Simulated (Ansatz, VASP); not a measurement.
CdSe in VASP and in Ansatz

Contents of INCAR:

```
SYSTEM = CdSe
PREC = Accurate ; ENCUT = 520
EDIFF = 1E-6 ; ISMEAR = 0
SIGMA = 0.02 ; LREAL = .FALSE.
LASPH = .TRUE. ; NELM = 60
ALGO = Normal ; ISIF = 2
LWAVE = .FALSE. ; LCHARG = .FALSE.
GGA = PE ; NBANDS = 16
```

File KPOINTS:

```
regular mesh
0
G
  10 10 10
  0 0 0
```

Contents of POSCAR:

```
CdSe
1.0
    0.0000000000      2.9691611068      2.9691611068
    2.9691611068      0.0000000000      2.9691611068
    2.9691611068      2.9691611068      0.0000000000
Cd Se
1 1
Direct
    0.0000000000      0.0000000000      0.0000000000
    0.7500000000      0.7500000000      0.7500000000
```

Input for Ansatz:

```yaml
crystal:
  lattice:
    - [0.0, 2.9691611068, 2.9691611068]
    - [2.9691611068, 0.0, 2.9691611068]
    - [2.9691611068, 2.9691611068, 0.0]
  atoms:
    - { symbol: Cd, position: [0.0, 0.0, 0.0] }
    - { symbol: Se, position: [0.75, 0.75, 0.75] }
basis:
  ecutwfc: 420
kpoints:
  mp_grid: { grid: [10, 10, 10] }
hamiltonian:
  xc: pbe
scf:
  occupations: { method: gaussian, width: 0.02 }
output:
  forces: true
  stress: true
  eigenvalues: true
```

Alike in both runs: task single point; functional PBE; k mesh 10 × 10 × 10; occupations gaussian, width 0.02 eV; no spin polarisation.

```csv
,VASP,Ansatz
version,VASP 6.6.1,Ansatz 0.2.0
potentials or method,"VASP PAW PBE potentials, release 64 (Cd, Se), cutoff 520 eV","scalar-relativistic, plane waves, PAW"
valence electrons in the cell,18,36
```

Ansatz gave:

| Property | Result |
| --- | --- |
| gap on the k mesh at the Fermi level (eV) | 0.75 |
| least direct gap on the mesh (eV) | 0.75 |
| pressure (GPa) | 7.7 |

Problem. Which values does VASP return?

Solution. gap on the k mesh at the Fermi level (eV): 0.76; least direct gap on the mesh (eV): 0.76; pressure (GPa): 8.1.

The functional is the same, so the differences come from potentials, cutoffs and numerics. VASP's potentials hold 18 valence electrons a cell and Ansatz's 36, so a difference there can come from the potentials and not from the codes.
